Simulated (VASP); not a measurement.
# Y (P6_3/mmc) in VASP: notebook

The runs below take Y through relaxation of cell and atoms, single point, with PBEsol.

Everything below comes from runs of VASP 6.6.1. Logs are shortened: lines on timing, memory, paths and dates and some standing lists are left out, and cuts for length are marked.

## (1) The cell of the first run

The structure is hexagonal, space group P6_3/mmc (No. 194). Conventional cell: a = 3.428 Å, b = 3.428 Å, c = 5.327 Å, α = 90.00°, β = 90.00°, γ = 120.00°. Within 4.4 Å of Y (site symmetry -6m2) lie 12 Y at 3.32 to 3.43 Å.

## (2) Relaxation of cell and atoms, PBEsol, target pressure 8 GPa, at which the enthalpy is minimised

File INCAR:

```
ALGO     = Normal         # electronic algorithm
EDIFF    = 1E-7           # SCF threshold, eV
EDIFFG   = -0.008         # ionic threshold
ENCUT    = 500            # plane-wave cutoff, eV
GGA      = PS             # functional
GGA_COMPAT= F            
IBRION   = 2              # ionic algorithm
ISIF     = 3              # what is computed and relaxed
ISMEAR   = 0              # smearing method
LASPH    = T              # aspherical terms in the spheres
LCHARG   = F              # write CHGCAR
LREAL    = F              # projectors in reciprocal space
LWAVE    = F              # write WAVECAR
NELM     = 120            # most SCF steps
NELMIN   = 4            
NSW      = 70             # ionic steps
PREC     = Accurate       # precision mode
PSTRESS  = 80.0         
SIGMA    = 0.1            # smearing width, eV
```

File KPOINTS:

```
k-points
0
Gamma
  12 12 8
```

File POSCAR:

```
Y
1.0
    3.4276202885      0.0000000000      0.0000000000
   -1.7138101442      2.9684062443      0.0000000000
    0.0000000000      0.0000000000      5.3265872188
Y
2
Direct
    0.3333333333      0.6666666667      0.2500000000
    0.6666666667      0.3333333333      0.7500000000
```

Potentials or basis: VASP PAW PBE potentials, release 64 (Y_sv).

Command:

```
cat potpaw_PBE.64/Y_sv/POTCAR > POTCAR
mpirun -np 1 vasp_std > vasp.out
```

OUTCAR:

```text
EDIFF = 1E-7
   EDIFFG = -0.008
   ENCUT = 500
   GGA = PS
   IBRION = 2
   ISIF = 3
   ISMEAR = 0
   LASPH = T
   LREAL = F
   NELM = 120
   NELMIN = 4
   NSW = 70
   PREC = Accurate
   PSTRESS = 80.0

 ion  position               nearest neighbor table
   1  0.333  0.667  0.250-   2 3.32   2 3.32   2 3.32   2 3.32   2 3.32   2 3.32
   2  0.667  0.333  0.750-   1 3.32   1 3.32   1 3.32   1 3.32   1 3.32   1 3.32

  LATTYP: Found a hexagonal cell.
 ALAT       =     3.4276202885
 C/A-ratio  =     1.5540190483

  Lattice vectors:

 A1 = (   3.4276202885,   0.0000000000,   0.0000000000)
 A2 = (  -1.7138101442,   2.9684062443,   0.0000000000)
 A3 = (   0.0000000000,   0.0000000000,   5.3265872188)

Analysis of symmetry for initial positions (statically):
=====================================================================
 Subroutine PRICEL returns:
 Original cell was already a primitive cell.

 Routine SETGRP: Setting up the symmetry group for a
 hexagonal supercell.

 Subroutine GETGRP returns: Found 24 space group operations
 (whereof 12 operations were pure point group operations)
 out of a pool of 24 trial point group operations.

The static configuration has the point symmetry D_3d.
 The point group associated with its full space group is D_6h.

Analysis of symmetry for dynamics (positions and initial velocities):
=====================================================================
 Subroutine PRICEL returns:
 Original cell was already a primitive cell.

 Routine SETGRP: Setting up the symmetry group for a
 hexagonal supercell.

 Subroutine GETGRP returns: Found 24 space group operations
 (whereof 12 operations were pure point group operations)
 out of a pool of 24 trial point group operations.

The dynamic configuration has the point symmetry D_3d.
 The point group associated with its full space group is D_6h.

 Subroutine INISYM returns: Found 24 space group operations
 (whereof 12 operations are pure point group operations),
 and found     1 'primitive' translations

----------------------------------------------------------------------------------------

                                     Primitive cell

  volume of cell :      54.1957

  direct lattice vectors                    reciprocal lattice vectors
     3.427620289  0.000000000  0.000000000     0.291747602  0.168440557  0.000000000
    -1.713810144  2.968406244  0.000000000     0.000000000  0.336881113  0.000000000
     0.000000000  0.000000000  5.326587219     0.000000000  0.000000000  0.187737468

  length of vectors
     3.427620289  3.427620288  5.326587219     0.336881113  0.336881113  0.187737468

  position of ions in fractional coordinates (direct lattice)
     0.333333333  0.666666667  0.250000000
     0.666666667  0.333333333  0.750000000

  ion indices of the primitive-cell ions
   primitive index   ion index
                 1           1
                 2           2

----------------------------------------------------------------------------------------

 KPOINTS: k-points

Automatic generation of k-mesh.
 Grid dimensions read from file:
 generate k-points for:   12   12    8

 Generating k-lattice:

  Cartesian coordinates                     Fractional coordinates (reciprocal lattice)
     0.024312300  0.014036713  0.000000000     0.083333333  0.000000000  0.000000000
     0.000000000  0.028073426  0.000000000     0.000000000  0.083333333  0.000000000
     0.000000000  0.000000000  0.023467184     0.000000000  0.000000000  0.125000000

  Length of vectors
     0.028073426  0.028073426  0.023467184

  Shift w.r.t. Gamma in fractional coordinates (k-lattice)
     0.000000000  0.000000000  0.000000000

 Subroutine IBZKPT returns following result:
 ===========================================

 Found     95 irreducible k-points:

 Following reciprocal coordinates:
            Coordinates               Weight
  0.000000  0.000000  0.000000      1.000000
  0.083333 -0.000000  0.000000      6.000000
  0.166667  0.000000  0.000000      6.000000
  0.250000  0.000000  0.000000      6.000000
  0.333333  0.000000  0.000000      6.000000
  0.416667  0.000000  0.000000      6.000000
[... 16 lines left out ...]
  0.250000  0.000000  0.125000     12.000000
  0.333333  0.000000  0.125000     12.000000
 [... further k-points ...]
   k-points           NKPTS =     95   k-points in BZ     NKDIM =     95   number of bands    NBANDS=     15
   number of dos      NEDOS =    301   number of ions     NIONS =      2
   total plane-waves  NPLWV =  31360
   dimension x,y,z NGX =    28 NGY =   28 NGZ =   40
   dimension x,y,z NGXF=    56 NGYF=   56 NGZF=   80
   ions per type =               2
   NGX,Y,Z   is equivalent  to a cutoff of  13.58, 13.58, 12.48 a.u.
   NGXF,Y,Z  is equivalent  to a cutoff of  27.16, 27.16, 24.97 a.u.
 SYSTEM =  unknown system
   PREC   = accura    normal or accurate (medium, high low for compatibility)
   ISTART =      0    job   : 0-new  1-cont  2-samecut
   ICHARG =      2    charge: 1-file 2-atom 10-const
   ISPIN  =      1    spin polarized calculation?
   LNONCOLLINEAR =      F non collinear calculations
   LSORBIT =      F    spin-orbit coupling
   LASPH  =      T    aspherical Exc in radial PAW
   ENCUT  =  500.0 eV  36.75 Ry    6.06 a.u.   6.25  6.25  9.71*2*pi/ulx,y,z
   NELM   =    120;   NELMIN=  4; NELMDL= -5     # of ELM steps
   EDIFF  = 0.1E-06   stopping-criterion for ELM
   LREAL  =      F    real-space projection
   EDIFFG = -.8E-02   stopping-criterion for IOM
   NSW    =     70    number of steps for IOM
   IBRION =      2    ionic relax: 0-MD 1-quasi-New 2-CG
   NFREE  =      1    steps in history (QN), initial steepest desc. (CG)
   ISIF   =      3    stress and relaxation
   ISYM   =      2    0-nonsym 1-usesym 2-fastsym
   POTIM  = 0.5000    time-step for ionic-motion
   TEBEG  =    0.0;   TEEND  =   0.0 temperature during run
   PSTRESS=   80.0 pullay stress
   NELECT =      22.0000    total number of electrons
   NUPDOWN=      -1.0000    fix difference up-down
   EMIN   =  10.00;   EMAX   =-10.00  energy-range for DOS
   EFERMI =   0.00;   METHOD = LEGACY
   ISMEAR =     0;   SIGMA  =   0.10  broadening in eV -4-tet -1-fermi 0-gaus
   EFERMI_NEDOS =   21; number of points for ismear=-14 and -15
   IALGO  =     38    algorithm
   IMIX   =      4    mixing-type and parameters
     AMIX     =   0.40;   BMIX     =  1.00
     AMIX_MAG =   1.60;   BMIX_MAG =  1.00
  volume/ion in A,a.u.               =      27.10       182.87
  Fermi-wavevector in a.u.,A,eV,Ry     =   1.212162  2.290654 19.991543  1.469337
  Thomas-Fermi vector in A             =   2.347655
   LORBIT       =      0    0 simple, 1 ext, 2 COOP (PROOUT), +10 PAW based schemes
   GGA     = PS    functional components
   LHFCALC =     F    Hartree Fock is set to
   AEXX    =    0.0000 exact exchange contribution
   IVDW    =     0    specifies the selected vdW correction
   LEPSILON=     F    determine dielectric tensor
   LRPA    =     F    only Hartree local field effects (RPA)
 conjugate gradient relaxation of ions
 non-spin polarized calculation
 Gauss-broadening in eV      SIGMA  =   0.10
  energy-cutoff  :      500.00
  volume of cell :       54.20
 maximum number of plane-waves:      1411
 NGX is ok and might be reduce to    28
   NGX = 13   NGY = 13   NGZ = 19

--------------------------------------- Ionic step        1  -------------------------------------------

 number of electron      22.0000001 magnetization

 Free energy of the ion-electron system (eV)
  ---------------------------------------------------
  ext. energy  EPLUGINS =         0.00000000
  ---------------------------------------------------
  free energy    TOTEN  =       -13.47758390 eV

  energy without entropy =      -13.46232716  energy(sigma->0) =      -13.46995553

------------------------ aborting loop because EDIFF is reached ----------------------------------------

  FORCE on cell =-STRESS in cart. coord.  units (eV):
  Direction    XX          YY          ZZ          XY          YZ          ZX
  --------------------------------------------------------------------------------------
  -------------------------------------------------------------------------------------
  Total        2.4048335      2.4048335      2.5624213      0.0000000      0.0000000     -0.0000000
  in kB       71.0935994     71.0935994     75.7523362      0.0000000      0.0000000     -0.0000000
  external PRESSURE =      -7.3534883 kB  Pullay stress =      80.0000000 kB

 VOLUME and BASIS-vectors are now :
 -----------------------------------------------------------------------------
  energy-cutoff  :      500.00
  volume of cell :       54.20
      direct lattice vectors                 reciprocal lattice vectors
     3.427620289  0.000000000  0.000000000     0.291747602  0.168440557  0.000000000
    -1.713810144  2.968406244  0.000000000     0.000000000  0.336881113  0.000000000
     0.000000000  0.000000000  5.326587219     0.000000000  0.000000000  0.187737468
[... 122 lines left out ...]
  FREE ENERGIE OF THE ION-ELECTRON SYSTEM (eV)
  ---------------------------------------------------
  free  energy   TOTEN  =       -13.4457256963 eV

  energy  without entropy=      -13.4303151194  energy(sigma->0) =      -13.43802041

  enthalpy is  TOTEN    =       -10.7734240316 eV   P V=        2.6723016646

--------------------------------------- Ionic step        5  -------------------------------------------

 number of electron      22.0000001 magnetization

 Free energy of the ion-electron system (eV)
  ---------------------------------------------------
  ext. energy  EPLUGINS =         0.00000000
  ---------------------------------------------------
  free energy    TOTEN  =       -13.44628610 eV

  energy without entropy =      -13.43075501  energy(sigma->0) =      -13.43852055

 E-fermi :   3.9690     XC(G=0): -10.3673

 val. band max:        3.9462690835   @ k =   0.2500   0.2500   0.2500
 cond. band min:       3.9866253633   @ k =   0.4167   0.0833   0.5000
 fundamental gap:      0.0403562798
 Fermi energy:         3.9690342756

 k-point     1 :       0.0000    0.0000    0.0000
  band No.  band energies     occupation
      1     -38.2113      2.00000
      2     -38.0359      2.00000
      3     -18.8283      2.00000
      4     -17.8977      2.00000
      5     -17.8977      2.00000
      6     -17.7315      2.00000
      7     -17.7315      2.00000
      8     -17.6738      2.00000
      9      -1.0302      2.00000
     10       1.7289      2.00000
     11       5.6357      0.00000
     12       5.8326      0.00000
     13       5.8326      0.00000
     14       6.2267      0.00000
     15       6.6198      0.00000
[... 397 lines left out ...]
 k-point    24 :       0.3333    0.0000    0.1250
  band No.  band energies     occupation
      1     -38.1066      2.00000
      2     -38.0132      2.00000
      3     -18.5770      2.00000
      4     -18.3844      2.00000
      5     -18.2939      2.00000
      6     -18.0625      2.00000
      7     -17.8433      2.00000
      8     -17.8192      2.00000
      9       1.2987      2.00000
     10       2.7493      2.00000
     11       3.3018      2.00000
     12       4.2028      0.00095
     13       5.5667      0.00000
     14       5.8742      0.00000
     15       6.0759      0.00000

 [... further k-points ...]

------------------------ aborting loop because EDIFF is reached ----------------------------------------

  FORCE on cell =-STRESS in cart. coord.  units (eV):
  Direction    XX          YY          ZZ          XY          YZ          ZX
  --------------------------------------------------------------------------------------
  -------------------------------------------------------------------------------------
  Total        2.6705691      2.6705691      2.6722476      0.0000000      0.0000000      0.0000000
  in kB       79.9334232     79.9334232     79.9836640      0.0000000      0.0000000      0.0000000
  external PRESSURE =      -0.0498299 kB  Pullay stress =      80.0000000 kB

 VOLUME and BASIS-vectors are now :
 -----------------------------------------------------------------------------
  energy-cutoff  :      500.00
  volume of cell :       53.53
      direct lattice vectors                 reciprocal lattice vectors
     3.403306978  0.000000000  0.000000000     0.293831854  0.169643900 -0.000000000
    -1.701653489  2.947350299  0.000000000    -0.000000000  0.339287800 -0.000000000
    -0.000000000  0.000000000  5.336458089    -0.000000000 -0.000000000  0.187390210

 POSITION                                       TOTAL-FORCE (eV/Angst)
 -----------------------------------------------------------------------------------
     -0.00000      1.96490      1.33411        -0.000000      0.000000     -0.000000
      1.70165      0.98245      4.00234         0.000000     -0.000000      0.000000
 -----------------------------------------------------------------------------------
    total drift:                               -0.000000      0.000000     -0.000000

  FREE ENERGIE OF THE ION-ELECTRON SYSTEM (eV)
  ---------------------------------------------------
  free  energy   TOTEN  =       -13.4462861042 eV

  energy  without entropy=      -13.4307550058  energy(sigma->0) =      -13.43852055

  enthalpy is  TOTEN    =       -10.7734927209 eV   P V=        2.6727933833

 reached required accuracy - stopping structural energy minimisation
```

Wall time 7.4 min (1 thread of Oxide Virtual Turin-like, shared host); peak memory 0.21 GiB.

What came out:

```
Free energy                                                : -13.4463 eV
Relaxed volume                                             : 26.76 Å³/atom
Relaxed cell                                               : a = 3.403 Å, b = 3.403 Å, c = 5.336 Å, α = 90.00°, β = 90.00°, γ = 120.00°
Space group after relaxing (to 0.1 Å)                      : P6_3/mmc (No. 194)
Energy change on relaxing (the run minimises the enthalpy) : +15.6 meV/atom
Ionic steps                                                : 5
Pressure after relaxing                                    : 8.0 GPa
Band gap on the k mesh                                     : zero (bands 11 and 12 overlap by 2.15 eV)
```

The path:
| step | energy change (eV) | largest force (eV/Å) | pressure (GPa) | volume (Å³) |
| --- | --- | --- | --- | --- |
| 1 | 0.0000 | 0.0000 | 7.26 | 54.20 |
| 2 | 0.0470 | 0.0000 | 8.39 | 53.23 |
| 3 | 0.0326 | 0.0000 | 8.06 | 53.51 |
| 4 | 0.0319 | 0.0000 | 8.02 | 53.52 |
| 5 | 0.0313 | 0.0000 | 8.00 | 53.53 |

Final structure:
```cif
data_structure
_symmetry_space_group_name_H-M 'P 1'
_symmetry_Int_Tables_number 1
_cell_length_a 3.4033
_cell_length_b 3.4033
_cell_length_c 5.3365
_cell_angle_alpha 90.000
_cell_angle_beta 90.000
_cell_angle_gamma 120.000
_cell_volume 53.53
loop_
_atom_site_label
_atom_site_type_symbol
_atom_site_fract_x
_atom_site_fract_y
_atom_site_fract_z
_atom_site_occupancy
Y1 Y 0.33333 0.66667 0.25000 1
Y2 Y 0.66667 0.33333 0.75000 1
```

Levels at points of the mesh, in eV from the Fermi level:
| k point | band 9 | band 10 | band 11 | band 12 | band 13 | band 14 |
| --- | --- | --- | --- | --- | --- | --- |
| (0.00, 0.00, 0.00) | -5.00 | -2.24 | 1.67 | 1.86 | 1.86 | 2.26 |
| (0.50, 0.00, 0.00) | -1.78 | -1.68 | -1.20 | 0.33 | 1.52 | 1.75 |
| (0.00, 0.00, 0.50) | -3.29 | -3.29 | 1.02 | 1.02 | 1.77 | 1.77 |
| (0.50, 0.00, 0.50) | -2.04 | -2.04 | -0.06 | -0.06 | 2.05 | 2.05 |

Caveat: the cell is relaxed towards a set pressure, so the run minimises the enthalpy, not the energy; the PAW data sets were made with another functional, which shifts forces and pressure a little.

## (3) Relaxation of cell and atoms, PBEsol, target pressure 30 GPa, at which the enthalpy is minimised

This run uses another cell than the first one, of 22.51 Å³/atom.

File INCAR:

```
PREC     = Accurate       # precision mode
ENCUT    = 500            # plane-wave cutoff, eV
EDIFF    = 1E-7           # SCF threshold, eV
ISMEAR   = 0              # smearing method
SIGMA    = 0.1            # smearing width, eV
LREAL    = False          # projectors in reciprocal space
LASPH    = True           # aspherical terms in the spheres
NELM     = 120            # most SCF steps
ALGO     = Normal         # electronic algorithm
ISIF     = 3              # what is computed and relaxed
LWAVE    = False          # write WAVECAR
LCHARG   = False          # write CHGCAR
GGA      = PS             # functional
IBRION   = 2              # ionic algorithm
NSW      = 70             # ionic steps
EDIFFG   = -0.008         # ionic threshold
PSTRESS  = 300.0        
GGA_COMPAT= False        
NELMIN   = 4
```

File KPOINTS:

```
Automatic mesh
0
Gamma
  18 18 8
```

File POSCAR:

```
Y
1.0
    3.2004495149      0.0000000000      0.0000000000
   -1.6002247575      2.7716705835      0.0000000000
    0.0000000000      0.0000000000      5.0741919495
Y
2
Direct
    0.3333333333      0.6666666667      0.2500000000
    0.6666666667      0.3333333333      0.7500000000
```

Potentials or basis: VASP PAW PBE potentials, release 64 (Y_sv).

Command:

```
cat potpaw_PBE.64/Y_sv/POTCAR > POTCAR
mpirun -np 1 vasp_std > vasp.out
```

It took 11 min on 1 thread of Oxide Virtual Turin-like, shared host; peak memory 0.24 GiB.

Results (log left out):

```yaml
Free_energy: -12.1662 eV
Relaxed_volume: 20.89 Å³/atom
Relaxed_cell: a = 3.092 Å, b = 3.092 Å, c = 5.046 Å, α = 90.00°, β = 90.00°, γ = 120.00°
Space_group_after_relaxing_to_0.1_Å: P6_3/mmc (No. 194)
Energy_change_on_relaxing_the_run_minimises_the_enthalpy: +260.0 meV/atom
Ionic_steps: 7
Pressure_after_relaxing: 30.0 GPa
Band_gap_on_the_k_mesh: zero (bands 11 and 12 overlap by 2.59 eV)
```

The path:
| step | energy change (eV) | largest force (eV/Å) | pressure (GPa) | volume (Å³) |
| --- | --- | --- | --- | --- |
| 1 | 0.0000 | 0.0000 | 22.08 | 45.01 |
| 2 | 1.3387 | 0.0000 | 42.40 | 38.14 |
| 3 | 0.4984 | 0.0000 | 29.88 | 41.91 |
| 4 | 0.5103 | 0.0000 | 30.07 | 41.85 |
| 5 | 0.5133 | 0.0000 | 30.05 | 41.81 |
| 6 | 0.5205 | 0.0000 | 30.05 | 41.77 |
| 7 | 0.5201 | 0.0000 | 30.05 | 41.77 |

Final structure:
```
CELL_PARAMETERS angstrom
3.09161 0.00000 0.00000
-1.54580 2.67741 0.00000
0.00000 0.00000 5.04623
ATOMIC_POSITIONS crystal
Y 0.33333 0.66667 0.25000
Y 0.66667 0.33333 0.75000
```

Levels at points of the mesh, in eV from the Fermi level:
```tsv
k point	band 7	band 8	band 9	band 10	band 11	band 12	band 13	band 14	band 15
(0.00, 0.00, 0.00)	-20.85	-20.84	-5.01	-2.65	2.06	2.09	2.09	3.03	3.03
(0.50, 0.00, 0.00)	-21.35	-21.11	-2.41	-1.85	-1.82	1.53	1.83	2.06	3.00
(0.00, 0.00, 0.50)	-20.98	-20.98	-3.06	-3.06	1.05	1.05	2.06	2.06	2.06
(0.50, 0.00, 0.50)	-21.36	-21.36	-2.59	-2.59	-0.52	-0.52	3.53	3.53	4.01
```

Caveat: the cell is relaxed towards a set pressure, so the run minimises the enthalpy, not the energy; the PAW data sets were made with another functional, which shifts forces and pressure a little.

[end of part 1 of 2]

The gap in the log of VASP goes by the Fermi energy; the results here count the filled bands.